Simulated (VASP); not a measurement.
AlNi, 2 atoms in the cell. The structure is tetragonal, space group P4/mmm (No. 123). Conventional cell: a = 2.947 Å, b = 2.947 Å, c = 2.901 Å, α = 90.00°, β = 90.00°, γ = 90.00°. Within 3.4 Å of Al (site symmetry 4/mmm) lie 8 Ni at 2.54 Å and 6 Al at 2.90 to 2.95 Å. Ni (site symmetry 4/mmm) has 8 Al at 2.54 Å and 6 Ni at 2.90 to 2.95 Å within 3.4 Å.  This cell differs from its parent crystal: strain +0.0200 x Voigt [1, 1, 0, 0, 0, 0].

| Property | Result |
| --- | --- |
| Program | VASP 6.6.1 |
| Task | single point |
| Functional | PBE |
| Potentials or basis | VASP PAW PBE potentials, release 64 (Al, Ni) |
| Cutoff | 520 eV |
| k mesh | 20 × 20 × 20 |
| Occupations | gaussian, width 0.15 eV |
| Spin | no spin polarisation |
| Dipole correction | no |
| Further INCAR settings | ALGO = Fast; EDIFF = 1e-07; NBANDS = 14 |

Potentials or basis: VASP PAW PBE potentials, release 64 (Al, Ni).

Command:

```bash
$ cat potpaw_PBE.64/Al/POTCAR potpaw_PBE.64/Ni/POTCAR > POTCAR
$ mpirun -np 1 vasp_std > vasp.out
```

Hardware: 1 thread of Intel(R) Xeon(R) Platinum 8259CL CPU @ 2.50GHz (Skylake/Cascade Lake), with other jobs on the host.

Problem. How long does it take, and how much memory?

Solution. Wall time 2.8 min on 1 thread of Intel(R) Xeon(R) Platinum 8259CL CPU @ 2.50GHz (Skylake/Cascade Lake), on a shared host, peak memory 0.36 GiB. Counts: scf iterations 16, k points 726.
